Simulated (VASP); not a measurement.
# NaF (m.bgw) (Fm-3m) in VASP: single point with PBE

Aim: the single point of NaF (m.bgw) with PBE.

All numbers are computed with VASP 6.6.1; they aren't measurements. Logs are shortened: lines on timing, memory, paths and dates and some standing lists are left out, and cuts for length are marked.

## 1. The cell of the first run

It takes space group Fm-3m (No. 225, cubic). Conventional cell: a = 4.701 Å, b = 4.701 Å, c = 4.701 Å, α = 90.00°, β = 90.00°, γ = 90.00°. Within 3.1 Å of Na (site symmetry m-3m) lie 6 F at 2.35 Å. F (site symmetry m-3m) has 6 Na at 2.35 Å within 3.1 Å.

## 2. Single point, PBE

Input file INCAR:

```
PREC = Accurate
ENCUT = 600
EDIFF = 1E-6
ISMEAR = 0
SIGMA = 0.01
LREAL = F
LASPH = T
NELM = 120
ALGO = Normal
ISIF = 2
LWAVE = F
LCHARG = F
GGA = PE
NBANDS = 14
GGA_COMPAT = F
```

Input file KPOINTS:

```
regular mesh
0
Gamma
  6 6 6
```

Input file POSCAR:

```
NaF
1.0
    0.0000000000      2.3505459843      2.3505459843
    2.3505459843      0.0000000000      2.3505459843
    2.3505459843      2.3505459843      0.0000000000
Na F
1 1
Direct
    0.0000000000      0.0000000000      0.0000000000
    0.5000000000      0.5000000000      0.5000000000
```

Potentials or basis: VASP PAW PBE potentials, release 64 (Na_pv, F).

Launch:

```console
> cat potpaw_PBE.64/Na_pv/POTCAR potpaw_PBE.64/F/POTCAR > POTCAR
> mpirun -np 1 vasp_std > vasp.out
```

OUTCAR:

```text
PREC = Accurate
   ENCUT = 600
   EDIFF = 1E-6
   ISMEAR = 0
   LREAL = F
   LASPH = T
   NELM = 120
   ISIF = 2
   GGA = PE

 ion  position               nearest neighbor table
   1  0.000  0.000  0.000-
   2  0.500  0.500  0.500-

  LATTYP: Found a face centered cubic cell.
 ALAT       =     4.7010919686

  Lattice vectors:

 A1 = (   0.0000000000,   2.3505459843,   2.3505459843)
 A2 = (   2.3505459843,   0.0000000000,   2.3505459843)
 A3 = (   2.3505459843,   2.3505459843,   0.0000000000)

Analysis of symmetry for initial positions (statically):
=====================================================================
 Subroutine PRICEL returns:
 Original cell was already a primitive cell.

 Routine SETGRP: Setting up the symmetry group for a
 face centered cubic supercell.

 Subroutine GETGRP returns: Found 48 space group operations
 (whereof 48 operations were pure point group operations)
 out of a pool of 48 trial point group operations.

The static configuration has the point symmetry O_h .

Analysis of symmetry for dynamics (positions and initial velocities):
=====================================================================
 Subroutine PRICEL returns:
 Original cell was already a primitive cell.

 Routine SETGRP: Setting up the symmetry group for a
 face centered cubic supercell.

 Subroutine GETGRP returns: Found 48 space group operations
 (whereof 48 operations were pure point group operations)
 out of a pool of 48 trial point group operations.

The dynamic configuration has the point symmetry O_h .

 Subroutine INISYM returns: Found 48 space group operations
 (whereof 48 operations are pure point group operations),
 and found     1 'primitive' translations

----------------------------------------------------------------------------------------

                                     Primitive cell

  volume of cell :      25.9738

  direct lattice vectors                    reciprocal lattice vectors
     0.000000000  2.350545984  2.350545984    -0.212716536  0.212716536  0.212716536
     2.350545984  0.000000000  2.350545984     0.212716536 -0.212716536  0.212716536
     2.350545984  2.350545984  0.000000000     0.212716536  0.212716536 -0.212716536

  length of vectors
     3.324174010  3.324174010  3.324174010     0.368435848  0.368435848  0.368435848

  position of ions in fractional coordinates (direct lattice)
     0.000000000  0.000000000  0.000000000
     0.500000000  0.500000000  0.500000000

  ion indices of the primitive-cell ions
   primitive index   ion index
                 1           1
                 2           2

----------------------------------------------------------------------------------------

 KPOINTS: regular mesh

Automatic generation of k-mesh.
 Grid dimensions read from file:
 generate k-points for:    6    6    6

 Generating k-lattice:

  Cartesian coordinates                     Fractional coordinates (reciprocal lattice)
    -0.035452756  0.035452756  0.035452756     0.166666667  0.000000000  0.000000000
     0.035452756 -0.035452756  0.035452756     0.000000000  0.166666667  0.000000000
     0.035452756  0.035452756 -0.035452756     0.000000000  0.000000000  0.166666667

  Length of vectors
     0.061405975  0.061405975  0.061405975

  Shift w.r.t. Gamma in fractional coordinates (k-lattice)
     0.000000000  0.000000000  0.000000000

 Subroutine IBZKPT returns following result:
 ===========================================

 Found     16 irreducible k-points:

 Following reciprocal coordinates:
            Coordinates               Weight
  0.000000  0.000000  0.000000      1.000000
  0.166667  0.000000  0.000000      8.000000
  0.333333  0.000000  0.000000      8.000000
  0.500000  0.000000  0.000000      4.000000
  0.166667  0.166667  0.000000      6.000000
  0.333333  0.166667  0.000000     24.000000
[... 8 lines left out ...]
 -0.333333  0.333333  0.166667     24.000000
 -0.333333  0.500000  0.166667     12.000000
   k-points           NKPTS =     16   k-points in BZ     NKDIM =     16   number of bands    NBANDS=     14
   number of dos      NEDOS =    301   number of ions     NIONS =      2
   total plane-waves  NPLWV =  21952
   dimension x,y,z NGX =    28 NGY =   28 NGZ =   28
   dimension x,y,z NGXF=    56 NGYF=   56 NGZF=   56
   ions per type =               1   1
   NGX,Y,Z   is equivalent  to a cutoff of  14.00, 14.00, 14.00 a.u.
   NGXF,Y,Z  is equivalent  to a cutoff of  28.01, 28.01, 28.01 a.u.
 SYSTEM =  unknown system
   PREC   = accura    normal or accurate (medium, high low for compatibility)
   ISTART =      0    job   : 0-new  1-cont  2-samecut
   ICHARG =      2    charge: 1-file 2-atom 10-const
   ISPIN  =      1    spin polarized calculation?
   LNONCOLLINEAR =      F non collinear calculations
   LSORBIT =      F    spin-orbit coupling
   LASPH  =      T    aspherical Exc in radial PAW
   ENCUT  =  600.0 eV  44.10 Ry    6.64 a.u.   6.64  6.64  6.64*2*pi/ulx,y,z
   NELM   =    120;   NELMIN=  2; NELMDL= -5     # of ELM steps
   EDIFF  = 0.1E-05   stopping-criterion for ELM
   LREAL  =      F    real-space projection
   EDIFFG = 0.1E-04   stopping-criterion for IOM
   NSW    =      0    number of steps for IOM
   IBRION =     -1    ionic relax: 0-MD 1-quasi-New 2-CG
   NFREE  =      0    steps in history (QN), initial steepest desc. (CG)
   ISIF   =      2    stress and relaxation
   ISYM   =      2    0-nonsym 1-usesym 2-fastsym
   POTIM  = 0.5000    time-step for ionic-motion
   TEBEG  =    0.0;   TEEND  =   0.0 temperature during run
   PSTRESS=    0.0 pullay stress
   NELECT =      14.0000    total number of electrons
   NUPDOWN=      -1.0000    fix difference up-down
   EMIN   =  10.00;   EMAX   =-10.00  energy-range for DOS
   EFERMI =   0.00;   METHOD = LEGACY
   ISMEAR =     0;   SIGMA  =   0.01  broadening in eV -4-tet -1-fermi 0-gaus
   EFERMI_NEDOS =   21; number of points for ismear=-14 and -15
   IALGO  =     38    algorithm
   IMIX   =      4    mixing-type and parameters
     AMIX     =   0.40;   BMIX     =  1.00
     AMIX_MAG =   1.60;   BMIX_MAG =  1.00
  volume/ion in A,a.u.               =      12.99        87.64
  Fermi-wavevector in a.u.,A,eV,Ry     =   1.332310  2.517702 24.151036  1.775051
  Thomas-Fermi vector in A             =   2.461255
   LORBIT       =      0    0 simple, 1 ext, 2 COOP (PROOUT), +10 PAW based schemes
   GGA     = PE    functional components
   LHFCALC =     F    Hartree Fock is set to
   AEXX    =    0.0000 exact exchange contribution
   IVDW    =     0    specifies the selected vdW correction
   LEPSILON=     F    determine dielectric tensor
   LRPA    =     F    only Hartree local field effects (RPA)
 non-spin polarized calculation
 Gauss-broadening in eV      SIGMA  =   0.01
  energy-cutoff  :      600.00
  volume of cell :       25.97
 maximum number of plane-waves:       893
 NGX is ok and might be reduce to    28
   NGX = 13   NGY = 13   NGZ = 13

 number of electron      14.0000002 magnetization

 Free energy of the ion-electron system (eV)
  ---------------------------------------------------
  ext. energy  EPLUGINS =         0.00000000
  ---------------------------------------------------
  free energy    TOTEN  =        -8.57119359 eV

  energy without entropy =       -8.57119359  energy(sigma->0) =       -8.57119359

 E-fermi :  -2.2264     XC(G=0):  -8.9510

 val. band max:       -2.2682058505   @ k =   0.0000   0.0000   0.0000
 cond. band min:       3.8062578363   @ k =   0.0000   0.0000   0.0000
 fundamental gap:      6.0744636868
 Fermi energy:        -2.2263871727

 k-point     1 :       0.0000    0.0000    0.0000
  band No.  band energies     occupation
      1     -21.3721      2.00000
      2     -21.3441      2.00000
      3     -21.3441      2.00000
      4     -21.3441      2.00000
      5      -2.2682      2.00000
      6      -2.2682      2.00000
      7      -2.2682      2.00000
      8       3.8063      0.00000
      9      16.4010      0.00000
     10      16.4010      0.00000
     11      16.4010      0.00000
     12      19.1793      0.00000
     13      21.3052      0.00000
     14      21.3052      0.00000

 k-point     2 :       0.1667    0.0000    0.0000
  band No.  band energies     occupation
      1     -21.7143      2.00000
      2     -21.3468      2.00000
      3     -21.3468      2.00000
      4     -20.9710      2.00000
      5      -2.7264      2.00000
      6      -2.3276      2.00000
      7      -2.3276      2.00000
      8       4.7068      0.00000
      9      13.9546      0.00000
     10      16.7697      0.00000
     11      16.7697      0.00000
     12      20.4138      0.00000
     13      20.4138      0.00000
     14      21.4105      0.00000

 k-point     3 :       0.3333    0.0000    0.0000
  band No.  band energies     occupation
      1     -21.9574      2.00000
      2     -21.3522      2.00000
      3     -21.3522      2.00000
      4     -20.6654      2.00000
      5      -3.4556      2.00000
      6      -2.4439      2.00000
      7      -2.4439      2.00000
      8       6.6586      0.00000
      9      11.4219      0.00000
     10      17.3069      0.00000
     11      17.3069      0.00000
     12      19.9255      0.00000
     13      19.9255      0.00000
     14      21.1288      0.00000
[... 188 lines left out ...]
 k-point    15 :      -0.3333    0.3333    0.1667
  band No.  band energies     occupation
      1     -21.8095      2.00000
      2     -21.4088      2.00000
      3     -21.3881      2.00000
      4     -20.7399      2.00000
      5      -3.3366      2.00000
      6      -2.9541      2.00000
      7      -2.6531      2.00000
      8       9.8479      0.00000
      9      10.3138      0.00000
     10      13.4392      0.00000
     11      15.2508      0.00000
     12      19.8776      0.00000
     13      20.5494      0.00000
     14      24.9738      0.00000

 k-point    16 :      -0.3333    0.5000    0.1667
  band No.  band energies     occupation
      1     -21.6399      2.00000
      2     -21.4453      2.00000
      3     -21.4081      2.00000
      4     -20.8757      2.00000
      5      -3.2903      2.00000
      6      -2.8806      2.00000
      7      -2.7664      2.00000
      8      10.5941      0.00000
      9      10.7619      0.00000
     10      11.8634      0.00000
     11      14.9330      0.00000
     12      18.6743      0.00000
     13      23.0220      0.00000
     14      23.2800      0.00000

------------------------ aborting loop because EDIFF is reached ----------------------------------------

  FORCE on cell =-STRESS in cart. coord.  units (eV):
  Direction    XX          YY          ZZ          XY          YZ          ZX
  --------------------------------------------------------------------------------------
  -------------------------------------------------------------------------------------
  Total       -0.0405137     -0.0405137     -0.0405137      0.0000000      0.0000000      0.0000000
  in kB       -2.4990570     -2.4990570     -2.4990570      0.0000000      0.0000000      0.0000000
  external PRESSURE =      -2.4990570 kB  Pullay stress =       0.0000000 kB

 VOLUME and BASIS-vectors are now :
 -----------------------------------------------------------------------------
  energy-cutoff  :      600.00
  volume of cell :       25.97
      direct lattice vectors                 reciprocal lattice vectors
     0.000000000  2.350545984  2.350545984    -0.212716536  0.212716536  0.212716536
     2.350545984  0.000000000  2.350545984     0.212716536 -0.212716536  0.212716536
     2.350545984  2.350545984  0.000000000     0.212716536  0.212716536 -0.212716536

 POSITION                                       TOTAL-FORCE (eV/Angst)
 -----------------------------------------------------------------------------------
      0.00000      0.00000      0.00000         0.000000     -0.000000     -0.000000
      2.35055      2.35055      2.35055        -0.000000      0.000000      0.000000
 -----------------------------------------------------------------------------------
    total drift:                                0.000000      0.000000      0.000000

  FREE ENERGIE OF THE ION-ELECTRON SYSTEM (eV)
  ---------------------------------------------------
  free  energy   TOTEN  =        -8.5711935887 eV

  energy  without entropy=       -8.5711935887  energy(sigma->0) =       -8.57119359
```

It took 14 s on 1 thread of Intel Xeon 8259CL, shared host; peak memory 0.15 GiB.

What came out:

- Free energy: -8.5712 eV
- Pressure: -0.2 GPa
- Band gap on the k mesh: 6.07 eV, direct

Levels at points of the mesh, in eV from the valence-band top:
```csv
k point,band 5,band 6,band 7,band 8,band 9,band 10
"(0.00, 0.00, 0.00)",0.00,0.00,0.00,6.07,18.67,18.67
"(0.50, 0.00, 0.00)",-1.50,-0.23,-0.23,10.52,12.10,19.65
"(0.50, 0.50, 0.00)",-1.21,-0.38,-0.38,12.80,13.16,13.18
```

As with any semilocal functional, this PBE gap is likely too small.
